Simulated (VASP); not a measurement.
# Si3Br (P4/mmm) in VASP: a series of runs

The runs below take Si3Br through single point, relaxation of cell and atoms, with PBE.

Everything below comes from runs of VASP 6.6.1. Logs are shortened: lines on timing, memory, paths and dates and some standing lists are left out, and cuts for length are marked.

**1. The cell of the first run**

The structure is tetragonal, space group P4/mmm (No. 123). The conventional cell has a = 4.156 Å, b = 4.156 Å, c = 4.113 Å, α = 90.00°, β = 90.00°, γ = 90.00°. Within 3.9 Å of Si (site symmetry mmm) lie 8 Si at 2.92 to 2.94 Å and 4 Br at 2.92 Å. Si (site symmetry 4/mmm) has 8 Si at 2.92 Å and 4 Br at 2.94 Å within 3.9 Å. Br (site symmetry 4/mmm) has 12 Si at 2.92 to 2.94 Å within 3.9 Å.

**2. Single point, PBE**

File INCAR:

```
ALGO     = Normal         # electronic algorithm
EDIFF    = 1E-7           # SCF threshold, eV
ENCUT    = 520            # plane-wave cutoff, eV
GGA      = PE             # functional
ISIF     = 2              # what is computed and relaxed
ISMEAR   = 0              # smearing method
LASPH    = T              # aspherical terms in the spheres
LCHARG   = T              # write CHGCAR
LELF     = T              # ELF
LREAL    = F              # projectors in reciprocal space
LVHAR    = T            
LWAVE    = F              # write WAVECAR
NBANDS   = 18             # bands
NELM     = 60             # most SCF steps
PREC     = Accurate       # precision mode
SIGMA    = 0.1            # smearing width, eV
```

File KPOINTS:

```
k-points
0
Gamma
  4 4 4
```

File POSCAR:

```
Si3Br
1.0
    4.1561319537      0.0000000000      0.0000000000
    0.0000000000      4.1561319537      0.0000000000
    0.0000000000      0.0000000000      4.1134127181
Si Br
3 1
Direct
    0.0000000000      0.5000000000      0.5000000000
    0.5000000000      0.0000000000      0.5000000000
    0.5000000000      0.5000000000      0.0000000000
    0.0000000000      0.0000000000      0.0000000000
```

Potentials or basis: VASP PAW PBE potentials, release 64 (Si, Br).

Run with:

```
cat potpaw_PBE.64/Si/POTCAR potpaw_PBE.64/Br/POTCAR > POTCAR
mpirun -np 1 vasp_std > vasp.out
```

OUTCAR:

```text
EDIFF = 1E-7
   ENCUT = 520
   GGA = PE
   ISIF = 2
   ISMEAR = 0
   LASPH = T
   LREAL = F
   NELM = 60
   PREC = Accurate

 ion  position               nearest neighbor table
   1  0.000  0.500  0.500-   3 2.92   4 2.92   3 2.92   4 2.92   4 2.92   4 2.92   3 2.92   3 2.92
                             2 2.94   2 2.94   2 2.94   2 2.94
   2  0.500  0.000  0.500-   3 2.92   4 2.92   3 2.92   4 2.92   3 2.92   3 2.92   4 2.92   4 2.92
                             1 2.94   1 2.94   1 2.94   1 2.94
   3  0.500  0.500  0.000-   1 2.92   2 2.92   1 2.92   2 2.92   2 2.92   2 2.92   1 2.92   1 2.92
                             4 2.94   4 2.94   4 2.94   4 2.94
   4  0.000  0.000  0.000-   1 2.92   2 2.92   1 2.92   2 2.92   1 2.92   1 2.92   2 2.92   2 2.92
                             3 2.94   3 2.94   3 2.94   3 2.94

  LATTYP: Found a simple tetragonal cell.
 ALAT       =     4.1561319537
 C/A-ratio  =     0.9897213957

  Lattice vectors:

 A1 = (   4.1561319537,   0.0000000000,   0.0000000000)
 A2 = (   0.0000000000,   4.1561319537,   0.0000000000)
 A3 = (   0.0000000000,   0.0000000000,   4.1134127181)

Analysis of symmetry for initial positions (statically):
=====================================================================
 Subroutine PRICEL returns:
 Original cell was already a primitive cell.

 Routine SETGRP: Setting up the symmetry group for a
 simple tetragonal supercell.

 Subroutine GETGRP returns: Found 16 space group operations
 (whereof 16 operations were pure point group operations)
 out of a pool of 16 trial point group operations.

The static configuration has the point symmetry D_4h.

Analysis of symmetry for dynamics (positions and initial velocities):
=====================================================================
 Subroutine PRICEL returns:
 Original cell was already a primitive cell.

 Routine SETGRP: Setting up the symmetry group for a
 simple tetragonal supercell.

 Subroutine GETGRP returns: Found 16 space group operations
 (whereof 16 operations were pure point group operations)
 out of a pool of 16 trial point group operations.

The dynamic configuration has the point symmetry D_4h.

 Subroutine INISYM returns: Found 16 space group operations
 (whereof 16 operations are pure point group operations),
 and found     1 'primitive' translations

----------------------------------------------------------------------------------------

                                     Primitive cell

  volume of cell :      71.0528

  direct lattice vectors                    reciprocal lattice vectors
     4.156131954  0.000000000  0.000000000     0.240608338  0.000000000  0.000000000
     0.000000000  4.156131954  0.000000000     0.000000000  0.240608338  0.000000000
     0.000000000  0.000000000  4.113412718     0.000000000  0.000000000  0.243107140

  length of vectors
     4.156131954  4.156131954  4.113412718     0.240608338  0.240608338  0.243107140

  position of ions in fractional coordinates (direct lattice)
     0.000000000  0.500000000  0.500000000
     0.500000000  0.000000000  0.500000000
     0.500000000  0.500000000  0.000000000
     0.000000000  0.000000000  0.000000000

  ion indices of the primitive-cell ions
   primitive index   ion index
                 1           1
                 2           2
                 3           3
                 4           4

----------------------------------------------------------------------------------------

 KPOINTS: k-points

Automatic generation of k-mesh.
 Grid dimensions read from file:
 generate k-points for:    4    4    4

 Generating k-lattice:

  Cartesian coordinates                     Fractional coordinates (reciprocal lattice)
     0.060152084  0.000000000  0.000000000     0.250000000  0.000000000  0.000000000
     0.000000000  0.060152084  0.000000000     0.000000000  0.250000000  0.000000000
     0.000000000  0.000000000  0.060776785     0.000000000  0.000000000  0.250000000

  Length of vectors
     0.060152084  0.060152084  0.060776785

  Shift w.r.t. Gamma in fractional coordinates (k-lattice)
     0.000000000  0.000000000  0.000000000

 Subroutine IBZKPT returns following result:
 ===========================================

 Found     18 irreducible k-points:

 Following reciprocal coordinates:
            Coordinates               Weight
  0.000000  0.000000  0.000000      1.000000
  0.250000  0.000000  0.000000      4.000000
  0.500000  0.000000  0.000000      2.000000
  0.250000  0.250000  0.000000      4.000000
  0.500000  0.250000  0.000000      4.000000
  0.500000  0.500000  0.000000      1.000000
[... 10 lines left out ...]
  0.500000  0.250000  0.500000      4.000000
  0.500000  0.500000  0.500000      1.000000
   k-points           NKPTS =     18   k-points in BZ     NKDIM =     18   number of bands    NBANDS=     18
   number of dos      NEDOS =    301   number of ions     NIONS =      4
   total plane-waves  NPLWV =  32768
[... 68 lines left out ...]
 fundamental gap:      0.0932166603
 Fermi energy:         8.0029302866

 k-point     1 :       0.0000    0.0000    0.0000
  band No.  band energies     occupation
      1      -9.6323      2.00000
      2      -2.1316      2.00000
      3       1.5138      2.00000
      4       1.5138      2.00000
      5       1.5940      2.00000
      6       3.0816      2.00000
[... 10 lines left out ...]
     17      12.4950      0.00000
     18      13.4560      0.00000

 k-point     2 :       0.2500    0.0000    0.0000
  band No.  band energies     occupation
      1      -9.4758      2.00000
      2      -2.6499      2.00000
      3       0.5313      2.00000
      4       1.8531      2.00000
      5       1.9292      2.00000
      6       3.5710      2.00000
[... 10 lines left out ...]
     17      13.4339      0.00000
     18      13.4669      0.00000

 k-point     3 :       0.5000    0.0000    0.0000
  band No.  band energies     occupation
      1      -9.3005      2.00000
      2      -3.2480      2.00000
      3       0.4456      2.00000
      4       2.3423      2.00000
      5       2.4086      2.00000
      6       4.1451      2.00000
[... 10 lines left out ...]
     17      14.5146      0.00000
     18      14.5333      0.00000

 k-point     4 :       0.2500    0.2500    0.0000
  band No.  band energies     occupation
      1      -9.3371      2.00000
      2      -2.5663      2.00000
      3      -0.6104      2.00000
      4       2.0811      2.00000
      5       2.2412      2.00000
      6       3.2778      2.00000
[... 10 lines left out ...]
     17      14.7470      0.00000
     18      15.7067      0.00000

 k-point     5 :       0.5000    0.2500    0.0000
  band No.  band energies     occupation
      1      -9.1844      2.00000
      2      -2.7469      2.00000
      3      -0.7778      2.00000
      4       1.3543      2.00000
      5       2.6687      2.00000
      6       3.3937      2.00000
[... 10 lines left out ...]
     17      16.9782      0.00000
     18      16.9833      0.00000

 k-point     6 :       0.5000    0.5000    0.0000
  band No.  band energies     occupation
      1      -9.0589      2.00000
      2      -1.5734      2.00000
      3      -1.5734      2.00000
      4      -0.7805      2.00000
      5       2.9969      2.00000
      6       4.9060      2.00000
[... 181 lines left out ...]
 k-point    15 :       0.5000    0.0000    0.5000
  band No.  band energies     occupation
      1      -9.0450      2.00000
      2      -1.5510      2.00000
      3      -1.5275      2.00000
      4      -0.7428      2.00000
      5       2.9683      2.00000
      6       4.8160      2.00000
[... 10 lines left out ...]
     17      15.9580      0.00000
     18      16.7605      0.00000

 k-point    16 :       0.2500    0.2500    0.5000
  band No.  band energies     occupation
      1      -9.0669      2.00000
      2      -2.2201      2.00000
      3      -0.7193      2.00000
      4       1.0958      2.00000
      5       1.6430      2.00000
      6       2.0919      2.00000
[... 10 lines left out ...]
     17      16.1998      0.00000
     18      16.4586      0.00000

 k-point    17 :       0.5000    0.2500    0.5000
  band No.  band energies     occupation
      1      -8.9582      2.00000
      2      -1.0506      2.00000
      3      -1.0274      2.00000
      4      -0.2768      2.00000
      5       1.2066      2.00000
      6       2.8372      2.00000
[... 10 lines left out ...]
     17      16.1576      0.00000
     18      17.2237      0.00000

 k-point    18 :       0.5000    0.5000    0.5000
  band No.  band energies     occupation
      1      -8.8667      2.00000
      2       0.2658      2.00000
      3       0.3000      2.00000
      4       0.3000      2.00000
      5       0.6299      2.00000
      6       0.6299      2.00000
[... 10 lines left out ...]
     17      14.9798      0.00000
     18      17.8528      0.00000

------------------------ aborting loop because EDIFF is reached ----------------------------------------

  FORCE on cell =-STRESS in cart. coord.  units (eV):
  Direction    XX          YY          ZZ          XY          YZ          ZX
  --------------------------------------------------------------------------------------
  -------------------------------------------------------------------------------------
  Total        2.1609247      2.1609247      1.9118243      0.0000000      0.0000000      0.0000000
  in kB       48.7269551     48.7269551     43.1099608      0.0000000      0.0000000      0.0000000
  external PRESSURE =      46.8546237 kB  Pullay stress =       0.0000000 kB

 VOLUME and BASIS-vectors are now :
 -----------------------------------------------------------------------------
  energy-cutoff  :      520.00
  volume of cell :       71.05
      direct lattice vectors                 reciprocal lattice vectors
     4.156131954  0.000000000  0.000000000     0.240608338  0.000000000  0.000000000
     0.000000000  4.156131954  0.000000000     0.000000000  0.240608338  0.000000000
     0.000000000  0.000000000  4.113412718     0.000000000  0.000000000  0.243107140

 POSITION                                       TOTAL-FORCE (eV/Angst)
 -----------------------------------------------------------------------------------
      0.00000      2.07807      2.05671         0.000000      0.000000      0.000000
      2.07807      0.00000      2.05671         0.000000      0.000000      0.000000
      2.07807      2.07807      0.00000         0.000000      0.000000      0.000000
      0.00000      0.00000      0.00000         0.000000      0.000000      0.000000
 -----------------------------------------------------------------------------------
    total drift:                               -0.000000     -0.000000     -0.000000

  FREE ENERGIE OF THE ION-ELECTRON SYSTEM (eV)
  ---------------------------------------------------
  free  energy   TOTEN  =       -14.0815499051 eV

  energy  without entropy=      -14.0674892025  energy(sigma->0) =      -14.07451955
```

It took 11 s on 1 thread of AMD EPYC 9R45 (Zen 5), shared host; peak memory 0.14 GiB.

What came out:

```yaml
Free_energy: -14.0815 eV
Pressure: 4.7 GPa
Band_gap_on_the_k_mesh: zero (an odd number of electrons rules out a gap without spin polarisation)
```

Levels at points of the mesh, in eV from the Fermi level:
```
           k point  band 7  band 8  band 9  band 10  band 11  band 12  band 13  band 14
(0.00, 0.00, 0.00)   -4.79   -0.56   -0.56    -0.53     2.30     2.30     2.32     3.67
(0.50, 0.00, 0.00)   -3.56   -2.70   -2.59    -1.18     1.89     1.92     2.02     2.79
(0.50, 0.50, 0.00)   -2.75   -2.75   -0.68    -0.68    -0.57    -0.35     3.05     3.05
(0.00, 0.00, 0.50)   -3.63   -2.66   -2.66    -1.25     1.81     1.81     2.13     2.88
(0.50, 0.00, 0.50)   -2.88   -2.86   -0.76    -0.75    -0.64    -0.52     3.12     3.17
(0.50, 0.50, 0.50)   -7.37   -5.83    1.81     1.81     1.95     6.40     6.56     6.56
```

Caveat: the k points lie up to 0.38 Å⁻¹ apart, too coarse for converged energies and pressures of a metal; an odd number of electrons without spin polarisation forces a metal; a magnetic or distorted state may lie lower.

**3. Single point, PBE**

This run uses another cell than the first one, of 19.19 Å³/atom.

File INCAR:

```
PREC = Accurate ; ENCUT = 520
EDIFF = 1E-6 ; ISMEAR = 0
SIGMA = 0.1 ; LREAL = False
LASPH = True ; NELM = 100
ALGO = Normal ; ISIF = 2
LWAVE = False ; LCHARG = False
GGA = PE ; NBANDS = 18
```

File KPOINTS:

```
regular mesh
0
Gamma
  4 4 4
```

File POSCAR:

```
Si3Br
1.0
    4.2752337730      0.0000000000      0.0000000000
    0.0000000000      4.2752337730      0.0000000000
    0.0000000000      0.0000000000      4.1991343385
Si Br
3 1
Direct
    0.0000000000      0.5000000000      0.5000000000
    0.5000000000      0.0000000000      0.5000000000
    0.5000000000      0.5000000000      0.0000000000
    0.0000000000      0.0000000000      0.0000000000
```

Potentials or basis: VASP PAW PBE potentials, release 64 (Si, Br).

Run with:

```
cat potpaw_PBE.64/Si/POTCAR potpaw_PBE.64/Br/POTCAR > POTCAR
mpirun -np 1 vasp_std > vasp.out
```

Wall time 9.6 s (1 thread of AMD EPYC 9R45 (Zen 5), shared host); peak memory 0.15 GiB.

Results (log left out):

```
Free energy            : -14.1581 eV
Pressure               : -0.2 GPa
Band gap on the k mesh : zero (an odd number of electrons rules out a gap without spin polarisation)
```

Stress tensor (GPa, compression positive):
```
-0.27  0.00  0.00
 0.00 -0.27  0.00
 0.00  0.00 -0.01
```

Levels at points of the mesh, in eV from the Fermi level:
| k point | band 7 | band 8 | band 9 | band 10 | band 11 | band 12 | band 13 | band 14 |
| --- | --- | --- | --- | --- | --- | --- | --- | --- |
| (0.00, 0.00, 0.00) | -4.61 | -0.43 | -0.43 | -0.38 | 2.33 | 2.33 | 2.34 | 3.87 |
| (0.50, 0.00, 0.00) | -3.21 | -2.31 | -2.12 | -0.73 | 1.88 | 1.91 | 1.96 | 2.49 |
| (0.50, 0.50, 0.00) | -2.65 | -2.65 | -0.32 | -0.32 | -0.23 | -0.23 | 2.91 | 2.91 |
| (0.00, 0.00, 0.50) | -3.30 | -2.25 | -2.25 | -0.85 | 1.79 | 1.79 | 2.04 | 2.61 |
| (0.50, 0.00, 0.50) | -2.84 | -2.81 | -0.50 | -0.44 | -0.42 | -0.35 | 3.00 | 3.07 |
| (0.50, 0.50, 0.50) | -6.99 | -5.22 | 1.64 | 1.64 | 1.87 | 5.97 | 6.11 | 6.22 |

Caveat: the k points lie up to 0.37 Å⁻¹ apart, too coarse for converged energies and pressures of a metal; an odd number of electrons without spin polarisation forces a metal; a magnetic or distorted state may lie lower.

**4. Relaxation of cell and atoms, PBE**

File INCAR:

```
PREC     = Accurate       # precision mode
ENCUT    = 600            # plane-wave cutoff, eV
EDIFF    = 1E-6           # SCF threshold, eV
ISMEAR   = 0              # smearing method
SIGMA    = 0.1            # smearing width, eV
LREAL    = F              # projectors in reciprocal space
LASPH    = T              # aspherical terms in the spheres
NELM     = 100            # most SCF steps
ALGO     = Normal         # electronic algorithm
ISIF     = 3              # what is computed and relaxed
LWAVE    = F              # write WAVECAR
LCHARG   = F              # write CHGCAR
GGA      = PE             # functional
IBRION   = 2              # ionic algorithm
NSW      = 90             # ionic steps
EDIFFG   = -0.04          # ionic threshold
```

File KPOINTS:

```
Automatic mesh
0
Gamma
  4 4 4
```

File POSCAR:

```
Si3Br
1.0
    4.1561319537      0.0000000000      0.0000000000
    0.0000000000      4.1561319537      0.0000000000
    0.0000000000      0.0000000000      4.1134127181
Si Br
3 1
Direct
    0.0000000000      0.5000000000      0.5000000000
    0.5000000000      0.0000000000      0.5000000000
    0.5000000000      0.5000000000      0.0000000000
    0.0000000000      0.0000000000      0.0000000000
```

Run with:

```
cat potpaw_PBE.64/Si/POTCAR potpaw_PBE.64/Br/POTCAR > POTCAR
mpirun -np 1 vasp_std > vasp.out
```

Wall time 27 s (1 thread of AMD EPYC 9R45 (Zen 5), shared host); peak memory 0.18 GiB.

Results (log left out):

```yaml
Free_energy: -14.1586 eV
Relaxed_volume: 19.13 Å³/atom
Relaxed_cell: a = 4.265 Å, b = 4.265 Å, c = 4.208 Å, α = 90.00°, β = 90.00°, γ = 90.00°
Space_group_after_relaxing_to_0.1_Å: Pm-3m (No. 221)
Energy_gained_by_relaxing: 19.2 meV/atom
Ionic_steps: 2
Pressure_after_relaxing: 0.0 GPa
Band_gap_on_the_k_mesh: zero (an odd number of electrons rules out a gap without spin polarisation)
```

Stress tensor (GPa, compression positive):
```
-0.10  0.00  0.00
 0.00 -0.10  0.00
 0.00  0.00  0.11
```

Step by step:
```
step  energy change (eV)  largest force (eV/Å)  pressure (GPa)  volume (Å³)
   1              0.0000                0.0000            4.69        71.05
   2             -0.0768                0.0000           -0.03        76.53
```

Final structure:
```
Si Br
1.0
     4.26452    0.00000    0.00000
     0.00000    4.26452    0.00000
     0.00000    0.00000    4.20834
Si Br
3 1
Direct
  0.00000 0.50000 0.50000
  0.50000 0.00000 0.50000
  0.50000 0.50000 0.00000
  0.00000 0.00000 0.00000
```

Levels at points of the mesh, in eV from the Fermi level:
| k point | band 6 | band 7 | band 8 | band 9 | band 10 | band 11 | band 12 | band 13 |
| --- | --- | --- | --- | --- | --- | --- | --- | --- |
| (0.00, 0.00, 0.00) | -4.81 | -4.64 | -0.43 | -0.43 | -0.39 | 2.33 | 2.33 | 2.34 |
| (0.50, 0.00, 0.00) | -3.92 | -3.24 | -2.30 | -2.17 | -0.76 | 1.90 | 1.90 | 1.94 |
| (0.50, 0.50, 0.00) | -2.76 | -2.68 | -2.68 | -0.36 | -0.36 | -0.28 | -0.26 | 2.93 |
| (0.00, 0.00, 0.50) | -3.98 | -3.30 | -2.26 | -2.26 | -0.85 | 1.82 | 1.82 | 2.02 |
| (0.50, 0.00, 0.50) | -2.87 | -2.82 | -2.80 | -0.47 | -0.44 | -0.43 | -0.35 | 3.00 |
| (0.50, 0.50, 0.50) | -7.02 | -7.02 | -5.25 | 1.66 | 1.66 | 1.84 | 6.03 | 6.16 |

Caveat: the k points lie up to 0.37 Å⁻¹ apart in the final cell, too coarse for converged energies and pressures of a metal; an odd number of electrons without spin polarisation forces a metal; a magnetic or distorted state may lie lower.

**5. Overview**

```tsv
task	cell	cutoff (eV)	gap on the mesh (eV)	pressure (GPa)
single point	a = 4.156, b = 4.156, c = 4.113 Å, 4 atoms	520	none	4.7
single point	a = 4.275, b = 4.275, c = 4.199 Å, 4 atoms	520	none	-0.2
relaxation of cell and atoms	relaxed from a = 4.156, b = 4.156, c = 4.113 Å, 4 atoms	600	none	0.0
```

Alike in all rows: level PBE; potentials or basis VASP PAW PBE potentials, release 64 (Si, Br); no spin polarisation; k mesh 4 × 4 × 4; smearing gaussian 0.1 eV.

Caveats: all runs use coarse meshes; an odd number of electrons without spin polarisation forces a metal; a magnetic or distorted state may lie lower.

Total energies depend on the potentials used, so only differences within one code and one set of settings carry meaning.
